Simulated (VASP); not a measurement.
# TiAl3 (I4/mmm) in VASP: a series of runs

TiAl3 is run at these levels: PBEsol+D3(BJ), r2SCAN; tasks: single point, relaxation of cell and atoms.

Program: VASP 6.6.1. These are calculated values, not measurements. Logs are shortened: lines on timing, memory, paths and dates and some standing lists are left out, and cuts for length are marked.

**1. The cell of the first run**

It takes space group I4/mmm (No. 139, tetragonal). The conventional cell has a = 3.822 Å, b = 3.822 Å, c = 8.561 Å, α = 90.00°, β = 90.00°, γ = 90.00°. Ti (site symmetry 4/mmm) has 12 Al at 2.70 to 2.87 Å within 3.6 Å. Al (site symmetry -4m2) has 8 Al at 2.70 to 2.87 Å and 4 Ti at 2.87 Å within 3.6 Å. Within 3.6 Å of Al (site symmetry 4/mmm) lie 4 Ti at 2.70 Å and 8 Al at 2.87 Å.

**2. Single point, PBEsol+D3(BJ)**

INCAR reads:

```
SYSTEM = TiAl3
  ALGO = Normal
  EDIFF = 1E-7
  ENCUT = 520
  GGA = PS
  ISIF = 2
  ISMEAR = -1
  IVDW = 12
  LASPH = .TRUE.
  LCHARG = .FALSE.
  LREAL = .FALSE.
  LWAVE = .FALSE.
  NBANDS = 18
  NELM = 80
  PREC = Accurate
  SIGMA = 0.05
```

KPOINTS reads:

```
k-points
0
G
  10 10 10
  0 0 0
```

POSCAR reads:

```
TiAl3
1.0
   -1.9111067713      1.9111067713      4.2806687947
    1.9111067713     -1.9111067713      4.2806687947
    1.9111067713      1.9111067713     -4.2806687947
Ti Al
1 3
Direct
    0.0000000000      0.0000000000      0.0000000000
    0.2500000000      0.7500000000      0.5000000000
    0.7500000000      0.2500000000      0.5000000000
    0.5000000000      0.5000000000      0.0000000000
```

Potentials or basis: VASP PAW PBE potentials, release 64 (Ti_sv, Al).

Run with:

```
$ cat potpaw_PBE.64/Ti_sv/POTCAR potpaw_PBE.64/Al/POTCAR > POTCAR
$ mpirun -np 1 vasp_std > vasp.out
```

OUTCAR:

```text
SYSTEM = TiAl3
   EDIFF = 1E-7
   ENCUT = 520
   GGA = PS
   ISIF = 2
   ISMEAR = -1
   IVDW = 12
   LASPH = .TRUE.
   LREAL = .FALSE.
   NELM = 80
   PREC = Accurate
 IVDW          = 12

 ion  position               nearest neighbor table
   1  0.000  0.000  0.000-   4 2.70   4 2.70   4 2.70   4 2.70   3 2.87   2 2.87   3 2.87   2 2.87
                             3 2.87   3 2.87   2 2.87   2 2.87
   2  0.250  0.750  0.500-   3 2.70   3 2.70   3 2.70   3 2.70   4 2.87   1 2.87   4 2.87   4 2.87
                             1 2.87   1 2.87   4 2.87   1 2.87
   3  0.750  0.250  0.500-   2 2.70   2 2.70   2 2.70   2 2.70   4 2.87   1 2.87   4 2.87   1 2.87
                             4 2.87   4 2.87   1 2.87   1 2.87
   4  0.500  0.500  0.000-   1 2.70   1 2.70   1 2.70   1 2.70   3 2.87   2 2.87   3 2.87   3 2.87
                             2 2.87   2 2.87   3 2.87   2 2.87

  LATTYP: Found a body centered tetragonal cell.
 ALAT       =     3.8222135426
 C/A-ratio  =     2.2398899208

  Lattice vectors:

 A1 = (  -1.9111067713,   1.9111067713,   4.2806687947)
 A2 = (   1.9111067713,  -1.9111067713,   4.2806687947)
 A3 = (   1.9111067713,   1.9111067713,  -4.2806687947)

Analysis of symmetry for initial positions (statically):
=====================================================================
 Subroutine PRICEL returns:
 Original cell was already a primitive cell.

 Routine SETGRP: Setting up the symmetry group for a
 body centered tetragonal supercell.

 Subroutine GETGRP returns: Found 16 space group operations
 (whereof 16 operations were pure point group operations)
 out of a pool of 16 trial point group operations.

The static configuration has the point symmetry D_4h.

Analysis of symmetry for dynamics (positions and initial velocities):
=====================================================================
 Subroutine PRICEL returns:
 Original cell was already a primitive cell.

 Routine SETGRP: Setting up the symmetry group for a
 body centered tetragonal supercell.

 Subroutine GETGRP returns: Found 16 space group operations
 (whereof 16 operations were pure point group operations)
 out of a pool of 16 trial point group operations.

The dynamic configuration has the point symmetry D_4h.

 Subroutine INISYM returns: Found 16 space group operations
 (whereof 16 operations are pure point group operations),
 and found     1 'primitive' translations

----------------------------------------------------------------------------------------

                                     Primitive cell

[... 96 lines left out ...]
   EDIFFG = 0.1E-05   stopping-criterion for IOM
   NSW    =      0    number of steps for IOM
   IBRION =     -1    ionic relax: 0-MD 1-quasi-New 2-CG
   NFREE  =      0    steps in history (QN), initial steepest desc. (CG)
   ISIF   =      2    stress and relaxation
   ISYM   =      2    0-nonsym 1-usesym 2-fastsym
   POTIM  = 0.5000    time-step for ionic-motion
   TEBEG  =    0.0;   TEEND  =   0.0 temperature during run
   PSTRESS=    0.0 pullay stress
   NELECT =      21.0000    total number of electrons
   NUPDOWN=      -1.0000    fix difference up-down
   EMIN   =  10.00;   EMAX   =-10.00  energy-range for DOS
   EFERMI =   0.00;   METHOD = LEGACY
   ISMEAR =    -1;   SIGMA  =   0.05  broadening in eV -4-tet -1-fermi 0-gaus
   EFERMI_NEDOS =   21; number of points for ismear=-14 and -15
   IALGO  =     38    algorithm
   IMIX   =      4    mixing-type and parameters
     AMIX     =   0.40;   BMIX     =  1.00
     AMIX_MAG =   1.60;   BMIX_MAG =  1.00
  volume/ion in A,a.u.               =      15.63       105.51
  Fermi-wavevector in a.u.,A,eV,Ry     =   1.137891  2.150303 17.616776  1.294796
  Thomas-Fermi vector in A             =   2.274596
   LORBIT       =      0    0 simple, 1 ext, 2 COOP (PROOUT), +10 PAW based schemes
   GGA     = PS    functional components
   LHFCALC =     F    Hartree Fock is set to
   AEXX    =    0.0000 exact exchange contribution
   IVDW    =    12    specifies the selected vdW correction
   LEPSILON=     F    determine dielectric tensor
   LRPA    =     F    only Hartree local field effects (RPA)
 non-spin polarized calculation
  energy-cutoff  :      520.00
  volume of cell :       62.54
 maximum number of plane-waves:      1699
 NGX is ok and might be reduce to    40
   NGX = 19   NGY = 19   NGZ = 19

 number of electron      20.9999999 magnetization

 Free energy of the ion-electron system (eV)
  ---------------------------------------------------
  ext. energy  EPLUGINS =         0.00000000
  ---------------------------------------------------
  free energy    TOTEN  =       -22.23562006 eV

  energy without entropy =      -22.22215978  energy(sigma->0) =      -22.22888992

 E-fermi :   8.2810     XC(G=0): -10.8778

 val. band max:        8.2795399898   @ k =  -0.3000  -0.3000   0.2000
 cond. band min:       8.2888628201   @ k =   0.5000   0.5000   0.3000
 fundamental gap:      0.0093228303
 Fermi energy:         8.2810348066

 k-point     1 :       0.0000    0.0000    0.0000
  band No.  band energies     occupation
      1     -47.9193      2.00000
      2     -24.3395      2.00000
      3     -24.3395      2.00000
      4     -24.2604      2.00000
      5      -1.8281      2.00000
      6       5.4229      2.00000
[... 481 lines left out ...]
      5       1.4602      2.00000
      6       2.5814      2.00000
[... 10 lines left out ...]
     17      13.1454      0.00000
     18      14.3589      0.00000

 [... further k-points ...]

------------------------ aborting loop because EDIFF is reached ----------------------------------------

 Edisp (eV)   -1.62977

 E8    (eV) :    -1.1114

  FORCE on cell =-STRESS in cart. coord.  units (eV):
  Direction    XX          YY          ZZ          XY          YZ          ZX
  --------------------------------------------------------------------------------------
  -------------------------------------------------------------------------------------
  Total      -1.79685    -1.79685    -1.82115     0.00000    -0.00000     0.00000
  in kB     -46.03430   -46.03430   -46.65675     0.00000    -0.00000     0.00000
  external pressure =      -46.24 kB  Pullay stress =        0.00 kB

 VOLUME and BASIS-vectors are now :
 -----------------------------------------------------------------------------
  energy-cutoff  :      520.00
  volume of cell :       62.54
      direct lattice vectors                 reciprocal lattice vectors
    -1.911106771  1.911106771  4.280668795     0.000000000  0.261628501  0.116804178
     1.911106771 -1.911106771  4.280668795     0.261628501  0.000000000  0.116804178
     1.911106771  1.911106771 -4.280668795     0.261628501  0.261628501  0.000000000

 POSITION                                       TOTAL-FORCE (eV/Angst)
 -----------------------------------------------------------------------------------
      0.00000      0.00000      0.00000        -0.000000      0.000000      0.000000
      1.91111      0.00000      2.14033         0.000000     -0.000000     -0.000000
      0.00000      1.91111      2.14033        -0.000000      0.000000      0.000000
      0.00000      0.00000      4.28067        -0.000000      0.000000      0.000000
 -----------------------------------------------------------------------------------
    total drift:                               -0.000000     -0.000000     -0.000000

  FREE ENERGIE OF THE ION-ELECTRON SYSTEM (eV)
  ---------------------------------------------------
  free  energy   TOTEN  =       -23.8653899491 eV

  energy  without entropy=      -23.8519296638  energy(sigma->0) =      -23.85865981
```

OSZICAR:

```text
N       E                     dE             d eps       ncg     rms          rms(c)
DAV:   1     0.119483539477E+03    0.11948E+03   -0.90960E+03  3672   0.107E+03
DAV:   2    -0.154253784241E+02   -0.13491E+03   -0.13131E+03  3738   0.284E+02
DAV:   3    -0.240998953384E+02   -0.86745E+01   -0.84939E+01  5724   0.659E+01
DAV:   4    -0.243400361879E+02   -0.24014E+00   -0.23958E+00  4574   0.102E+01
DAV:   5    -0.243492706248E+02   -0.92344E-02   -0.92327E-02  5700   0.194E+00    0.113E+01
DAV:   6    -0.230256749179E+02    0.13236E+01   -0.20672E+01  5038   0.352E+01    0.683E+00
DAV:   7    -0.223290480922E+02    0.69663E+00   -0.80096E+00  4640   0.203E+01    0.317E+00
DAV:   8    -0.222920603521E+02    0.36988E-01   -0.11703E+00  4624   0.860E+00    0.186E+00
DAV:   9    -0.222357949298E+02    0.56265E-01   -0.40197E-01  4664   0.486E+00    0.272E-01
DAV:  10    -0.222378361943E+02   -0.20413E-02   -0.10431E-02  4562   0.686E-01    0.351E-01
DAV:  11    -0.222356724274E+02    0.21638E-02   -0.75610E-03  5130   0.599E-01    0.797E-02
DAV:  12    -0.222356210321E+02    0.51395E-04   -0.53999E-04  4930   0.162E-01    0.481E-02
DAV:  13    -0.222356220926E+02   -0.10605E-05   -0.88684E-06  4086   0.225E-02    0.616E-02
DAV:  14    -0.222356204408E+02    0.16518E-05   -0.38839E-06  4934   0.158E-02    0.153E-02
DAV:  15    -0.222356201230E+02    0.31780E-06   -0.54182E-07  4058   0.484E-03    0.105E-02
DAV:  16    -0.222356200637E+02    0.59296E-07   -0.17150E-07  3248   0.323E-03
   1 F= -.23865390E+02 E0= -.23858660E+02  d E =-.134603E-01
```

stdout:

```text
POSCAR found type information on POSCAR TiAl
 POSCAR found :  2 types and       4 ions
 scaLAPACK will be used
 -----------------------------------------------------------------------------
|                                                                             |
|                                                                             |
|     You enforced a specific xc type in the INCAR file but a different       |
|     I HOPE YOU KNOW WHAT YOU ARE DOING!                                     |
|                                                                             |
 -----------------------------------------------------------------------------

 LDA part: xc-table for (Slater+PW92), standard interpolation
 POSCAR, INCAR and KPOINTS ok, starting setup
 FFT: planning ... GRIDC
 FFT: planning ... GRID_SOFT
 FFT: planning ... GRID
 WAVECAR not read
 entering main loop
```

Wall time 84 s (1 thread of Intel Xeon 6975P-C (Granite Rapids), shared host); peak memory 0.3 GiB.

What came out:

* Free energy: -23.8654 eV
* Pressure: -4.6 GPa
* Band gap on the k mesh: zero (an odd number of electrons rules out a gap without spin polarisation)
* Dispersion energy per atom: -0.407 eV

Levels at points of the mesh, in eV from the Fermi level:
```csv
k point,band 9,band 10,band 11,band 12,band 13,band 14
"(0.00, 0.00, 0.00)",-1.22,-1.22,0.85,1.76,1.76,2.24
"(0.50, 0.00, 0.00)",-1.05,-0.26,0.51,1.81,2.11,2.74
"(0.50, 0.50, 0.00)",-2.70,-2.20,-0.99,1.77,1.95,2.71
"(0.50, 0.50, 0.50)",-0.91,-0.24,0.71,0.71,0.97,3.07
```

Caveat: three body term missing; the cell stands under tension; the PAW data sets were made with another functional, which shifts forces and pressure a little.

(Continued in part 2 of 2.)

The gap in the log of VASP goes by the Fermi energy; the results here count the filled bands.